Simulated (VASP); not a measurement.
# Hf4Cd (Im-3m) in VASP: further runs

The runs below take Hf4Cd through relaxation of cell and atoms, single point, with PBE.

All numbers are computed with VASP 6.6.1; they aren't measurements. Logs are shortened: lines on timing, memory, paths and dates and some standing lists are left out, and cuts for length are marked.

## 1. The cell of the first run

Symmetry: Im-3m, No. 229, cubic system. Conventional cell: a = 5.939 Å, b = 5.939 Å, c = 5.939 Å, α = 90.00°, β = 90.00°, γ = 90.00°. Within 3.4 Å of Hf (site symmetry -3m) lie 2 Cd at 2.57 Å and 6 Hf at 2.97 Å. Within 3.4 Å of Cd (site symmetry m-3m) lie 8 Hf at 2.57 Å.

The cell was built from a structure type or drawn by symmetry, and may not be a known phase.

## 2. Relaxation of cell and atoms, PBE

File INCAR:

```
ALGO = Fast
EDIFF = 1E-6
EDIFFG = -0.04
ENCUT = 600
GGA = PE
IBRION = 2
ISIF = 3
ISMEAR = 0
LASPH = T
LCHARG = F
LREAL = F
LWAVE = F
NELM = 60
NSW = 90
PREC = Accurate
SIGMA = 0.1
```

File KPOINTS:

```
k-points
0
Gamma
  4 4 4
```

File POSCAR:

```
Hf4Cd
1.0
   -2.9697065600      2.9697065600      2.9697065600
    2.9697065600     -2.9697065600      2.9697065600
    2.9697065600      2.9697065600     -2.9697065600
Hf Cd
4 1
Direct
    0.0000000000      0.0000000000      0.5000000000
    0.0000000000      0.5000000000      0.0000000000
    0.5000000000      0.0000000000      0.0000000000
    0.5000000000      0.5000000000      0.5000000000
    0.0000000000      0.0000000000      0.0000000000
```

Potentials or basis: VASP PAW PBE potentials, release 64 (Hf_pv, Cd).

On the command line:

```sh
$ cat potpaw_PBE.64/Hf_pv/POTCAR potpaw_PBE.64/Cd/POTCAR > POTCAR
$ mpirun -np 1 vasp_std > vasp.out
```

OUTCAR:

```text
EDIFF = 1E-6
   EDIFFG = -0.04
   ENCUT = 600
   GGA = PE
   IBRION = 2
   ISIF = 3
   ISMEAR = 0
   LASPH = T
   LREAL = F
   NELM = 60
   NSW = 90
   PREC = Accurate

 ion  position               nearest neighbor table
   1  0.000  0.000  0.500-   5 2.57   5 2.57   4 2.97   2 2.97   3 2.97   2 2.97   3 2.97   4 2.97

   2  0.000  0.500  0.000-   5 2.57   5 2.57   4 2.97   1 2.97   3 2.97   1 2.97   4 2.97   3 2.97

   3  0.500  0.000  0.000-   5 2.57   5 2.57   4 2.97   1 2.97   4 2.97   2 2.97   1 2.97   2 2.97

   4  0.500  0.500  0.500-   5 2.57   5 2.57   3 2.97   1 2.97   3 2.97   2 2.97   1 2.97   2 2.97

   5  0.000  0.000  0.000-   1 2.57   2 2.57   3 2.57   4 2.57   1 2.57   2 2.57   3 2.57   4 2.57

  LATTYP: Found a body centered cubic cell.
 ALAT       =     5.9394131200

  Lattice vectors:

 A1 = (  -2.9697065600,   2.9697065600,   2.9697065600)
 A2 = (   2.9697065600,  -2.9697065600,   2.9697065600)
 A3 = (   2.9697065600,   2.9697065600,  -2.9697065600)

Analysis of symmetry for initial positions (statically):
=====================================================================
 Subroutine PRICEL returns:
 Original cell was already a primitive cell.

 Routine SETGRP: Setting up the symmetry group for a
 body centered cubic supercell.

 Subroutine GETGRP returns: Found 48 space group operations
 (whereof 48 operations were pure point group operations)
 out of a pool of 48 trial point group operations.

The static configuration has the point symmetry O_h .

Analysis of symmetry for dynamics (positions and initial velocities):
=====================================================================
 Subroutine PRICEL returns:
 Original cell was already a primitive cell.

 Routine SETGRP: Setting up the symmetry group for a
 body centered cubic supercell.

 Subroutine GETGRP returns: Found 48 space group operations
 (whereof 48 operations were pure point group operations)
 out of a pool of 48 trial point group operations.

The dynamic configuration has the point symmetry O_h .

 Subroutine INISYM returns: Found 48 space group operations
 (whereof 48 operations are pure point group operations),
 and found     1 'primitive' translations

----------------------------------------------------------------------------------------

                                     Primitive cell

  volume of cell :     104.7612

  direct lattice vectors                    reciprocal lattice vectors
    -2.969706560  2.969706560  2.969706560     0.000000000  0.168366803  0.168366803
     2.969706560 -2.969706560  2.969706560     0.168366803  0.000000000  0.168366803
     2.969706560  2.969706560 -2.969706560     0.168366803  0.168366803  0.000000000

  length of vectors
     5.143682645  5.143682645  5.143682645     0.238106617  0.238106617  0.238106617

  position of ions in fractional coordinates (direct lattice)
     0.000000000  0.000000000  0.500000000
     0.000000000  0.500000000  0.000000000
     0.500000000  0.000000000  0.000000000
     0.500000000  0.500000000  0.500000000
     0.000000000  0.000000000  0.000000000

  ion indices of the primitive-cell ions
   primitive index   ion index
                 1           1
                 2           2
                 3           3
                 4           4
                 5           5

----------------------------------------------------------------------------------------

 KPOINTS: k-points

Automatic generation of k-mesh.
 Grid dimensions read from file:
 generate k-points for:    4    4    4

 Generating k-lattice:

  Cartesian coordinates                     Fractional coordinates (reciprocal lattice)
     0.000000000  0.042091701  0.042091701     0.250000000  0.000000000  0.000000000
     0.042091701  0.000000000  0.042091701     0.000000000  0.250000000  0.000000000
     0.042091701  0.042091701  0.000000000     0.000000000  0.000000000  0.250000000

  Length of vectors
     0.059526654  0.059526654  0.059526654

  Shift w.r.t. Gamma in fractional coordinates (k-lattice)
     0.000000000  0.000000000  0.000000000

 Subroutine IBZKPT returns following result:
 ===========================================

 Found      8 irreducible k-points:

 Following reciprocal coordinates:
            Coordinates               Weight
  0.000000  0.000000  0.000000      1.000000
  0.250000  0.000000  0.000000     12.000000
  0.500000  0.000000  0.000000      6.000000
  0.250000  0.250000  0.000000     24.000000
  0.250000  0.250000  0.250000      2.000000
 -0.250000  0.250000  0.250000      6.000000
  0.500000  0.500000  0.250000     12.000000
  0.500000  0.500000  0.500000      1.000000
   k-points           NKPTS =      8   k-points in BZ     NKDIM =      8   number of bands    NBANDS=     31
   number of dos      NEDOS =    301   number of ions     NIONS =      5
   total plane-waves  NPLWV =  74088
   dimension x,y,z NGX =    42 NGY =   42 NGZ =   42
   dimension x,y,z NGXF=    84 NGYF=   84 NGZF=   84
   ions per type =               4   1
   NGX,Y,Z   is equivalent  to a cutoff of  13.57, 13.57, 13.57 a.u.
   NGXF,Y,Z  is equivalent  to a cutoff of  27.15, 27.15, 27.15 a.u.
 SYSTEM =  unknown system
   PREC   = accura    normal or accurate (medium, high low for compatibility)
   ISTART =      0    job   : 0-new  1-cont  2-samecut
   ICHARG =      2    charge: 1-file 2-atom 10-const
   ISPIN  =      1    spin polarized calculation?
   LNONCOLLINEAR =      F non collinear calculations
   LSORBIT =      F    spin-orbit coupling
   LASPH  =      T    aspherical Exc in radial PAW
   ENCUT  =  600.0 eV  44.10 Ry    6.64 a.u.  10.27 10.27 10.27*2*pi/ulx,y,z
   NELM   =     60;   NELMIN=  2; NELMDL= -5     # of ELM steps
   EDIFF  = 0.1E-05   stopping-criterion for ELM
   LREAL  =      F    real-space projection
   EDIFFG = -.4E-01   stopping-criterion for IOM
   NSW    =     90    number of steps for IOM
   IBRION =      2    ionic relax: 0-MD 1-quasi-New 2-CG
   NFREE  =      1    steps in history (QN), initial steepest desc. (CG)
   ISIF   =      3    stress and relaxation
   ISYM   =      2    0-nonsym 1-usesym 2-fastsym
   POTIM  = 0.5000    time-step for ionic-motion
   TEBEG  =    0.0;   TEEND  =   0.0 temperature during run
   PSTRESS=    0.0 pullay stress
   NELECT =      52.0000    total number of electrons
   NUPDOWN=      -1.0000    fix difference up-down
   EMIN   =  10.00;   EMAX   =-10.00  energy-range for DOS
   EFERMI =   0.00;   METHOD = LEGACY
   ISMEAR =     0;   SIGMA  =   0.10  broadening in eV -4-tet -1-fermi 0-gaus
   EFERMI_NEDOS =   21; number of points for ismear=-14 and -15
   IALGO  =     68    algorithm
   IMIX   =      4    mixing-type and parameters
     AMIX     =   0.40;   BMIX     =  1.00
     AMIX_MAG =   1.60;   BMIX_MAG =  1.00
  volume/ion in A,a.u.               =      20.95       141.39
  Fermi-wavevector in a.u.,A,eV,Ry     =   1.296211  2.449484 22.860009  1.680163
  Thomas-Fermi vector in A             =   2.427682
   LORBIT       =      0    0 simple, 1 ext, 2 COOP (PROOUT), +10 PAW based schemes
   GGA     = PE    functional components
   LHFCALC =     F    Hartree Fock is set to
   AEXX    =    0.0000 exact exchange contribution
   IVDW    =     0    specifies the selected vdW correction
   LEPSILON=     F    determine dielectric tensor
   LRPA    =     F    only Hartree local field effects (RPA)
 conjugate gradient relaxation of ions
 non-spin polarized calculation
 RMM-DIIS sequential band-by-band and
 Gauss-broadening in eV      SIGMA  =   0.10
  energy-cutoff  :      600.00
  volume of cell :      104.76
 maximum number of plane-waves:      3511
 NGX is ok and might be reduce to    42
   NGX = 21   NGY = 21   NGZ = 21

--------------------------------------- Ionic step        1  -------------------------------------------

 number of electron      52.0000009 magnetization

 Free energy of the ion-electron system (eV)
  ---------------------------------------------------
  ext. energy  EPLUGINS =         0.00000000
  ---------------------------------------------------
  free energy    TOTEN  =       -32.96167384 eV

  energy without entropy =      -32.90044301  energy(sigma->0) =      -32.93105842

 E-fermi :   4.5069     XC(G=0): -11.3861

 val. band max:        4.4291753269   @ k =   0.2500   0.0000   0.0000
 cond. band min:       4.5228243101   @ k =   0.2500   0.2500   0.0000
 fundamental gap:      0.0936489832
 Fermi energy:         4.5069428174

 k-point     1 :       0.0000    0.0000    0.0000
  band No.  band energies     occupation
      1     -26.1255      2.00000
      2     -26.1255      2.00000
      3     -26.1255      2.00000
      4     -26.0061      2.00000
      5     -26.0061      2.00000
      6     -26.0061      2.00000
[... 23 lines left out ...]
     30       8.2167      0.00000
     31       8.2628      0.00000
[... 615 lines left out ...]
 POSITION                                       TOTAL-FORCE (eV/Angst)
 -----------------------------------------------------------------------------------
      1.61248      1.61248     -1.61248        -0.000000      0.000000     -0.000000
      1.61248     -1.61248      1.61248        -0.000000      0.000000     -0.000000
     -1.61248      1.61248      1.61248         0.000000     -0.000000      0.000000
      1.61248      1.61248      1.61248        -0.000000     -0.000000     -0.000000
      0.00000      0.00000      0.00000         0.000000      0.000000      0.000000
 -----------------------------------------------------------------------------------
    total drift:                               -0.000000     -0.000000      0.000000

  FREE ENERGIE OF THE ION-ELECTRON SYSTEM (eV)
  ---------------------------------------------------
  free  energy   TOTEN  =       -35.1082071703 eV

  energy  without entropy=      -35.0574115231  energy(sigma->0) =      -35.08280935

--------------------------------------- Ionic step        4  -------------------------------------------

 number of electron      51.9999987 magnetization

 Free energy of the ion-electron system (eV)
  ---------------------------------------------------
  ext. energy  EPLUGINS =         0.00000000
  ---------------------------------------------------
  free energy    TOTEN  =       -35.11261322 eV

  energy without entropy =      -35.06219766  energy(sigma->0) =      -35.08740544

 E-fermi :   3.0022     XC(G=0): -10.3074

 val. band max:        2.9943925626   @ k =   0.5000   0.0000   0.0000
 cond. band min:       3.0133761112   @ k =   0.5000   0.5000   0.2500
 fundamental gap:      0.0189835486
 Fermi energy:         3.0022429678

 k-point     1 :       0.0000    0.0000    0.0000
  band No.  band energies     occupation
      1     -27.9876      2.00000
      2     -27.9876      2.00000
      3     -27.9876      2.00000
      4     -27.9846      2.00000
      5     -27.9846      2.00000
      6     -27.9846      2.00000
[... 23 lines left out ...]
     30       5.9538      0.00000
     31       5.9564      0.00000
[... 249 lines left out ...]
 VOLUME and BASIS-vectors are now :
 -----------------------------------------------------------------------------
  energy-cutoff  :      600.00
  volume of cell :      132.95
      direct lattice vectors                 reciprocal lattice vectors
    -3.215184991  3.215184991  3.215184991     0.000000000  0.155512047  0.155512047
     3.215184991 -3.215184991  3.215184991     0.155512047  0.000000000  0.155512047
     3.215184991  3.215184991 -3.215184991     0.155512047  0.155512047  0.000000000

 POSITION                                       TOTAL-FORCE (eV/Angst)
 -----------------------------------------------------------------------------------
      1.60759      1.60759     -1.60759        -0.000000      0.000000     -0.000000
      1.60759     -1.60759      1.60759        -0.000000     -0.000000      0.000000
     -1.60759      1.60759      1.60759         0.000000     -0.000000     -0.000000
      1.60759      1.60759      1.60759         0.000000     -0.000000     -0.000000
     -0.00000      0.00000      0.00000        -0.000000      0.000000      0.000000
 -----------------------------------------------------------------------------------
    total drift:                               -0.000000     -0.000000      0.000000

  FREE ENERGIE OF THE ION-ELECTRON SYSTEM (eV)
  ---------------------------------------------------
  free  energy   TOTEN  =       -35.1126132207 eV

  energy  without entropy=      -35.0621976567  energy(sigma->0) =      -35.08740544

 reached required accuracy - stopping structural energy minimisation
```

Wall time 7.1 min (1 thread of Intel Xeon 8259CL, shared host); peak memory 0.28 GiB.

What came out:

* Free energy: -35.1126 eV
* Relaxed volume: 26.59 Å³/atom
* Relaxed cell: a = 5.569 Å, b = 5.569 Å, c = 5.569 Å, α = 109.47°, β = 109.47°, γ = 109.47°
* Space group after relaxing (to 0.1 Å): Im-3m (No. 229)
* Energy gained by relaxing: 430.2 meV/atom
* Ionic steps: 4
* Pressure after relaxing: -0.2 GPa
* Band gap on the k mesh: zero (bands 26 and 27 overlap by 1.10 eV)

The path:
```
step  energy change (eV)  largest force (eV/Å)  pressure (GPa)  volume (Å³)
   1              0.0000                0.0000           29.94       104.76
   2              0.0428                0.0000          -12.63       176.04
   3             -2.1465                0.0000           -0.93       134.16
   4             -2.1509                0.0000           -0.17       132.95
```

Final structure:
```
CELL_PARAMETERS angstrom
-3.21518 3.21518 3.21518
3.21518 -3.21518 3.21518
3.21518 3.21518 -3.21518
ATOMIC_POSITIONS crystal
Hf 0.00000 0.00000 0.50000
Hf 0.00000 0.50000 0.00000
Hf 0.50000 0.00000 0.00000
Hf 0.50000 0.50000 0.50000
Cd 0.00000 0.00000 0.00000
```

Caveat: the k points lie up to 0.35 Å⁻¹ apart in the final cell, too coarse for converged energies and pressures of a metal; the volume moved by over 15 % at a fixed basis, so the end points are rough; spin-orbit coupling is left out, which moves the levels of the heavy elements.

(Continued in part 2 of 2.)
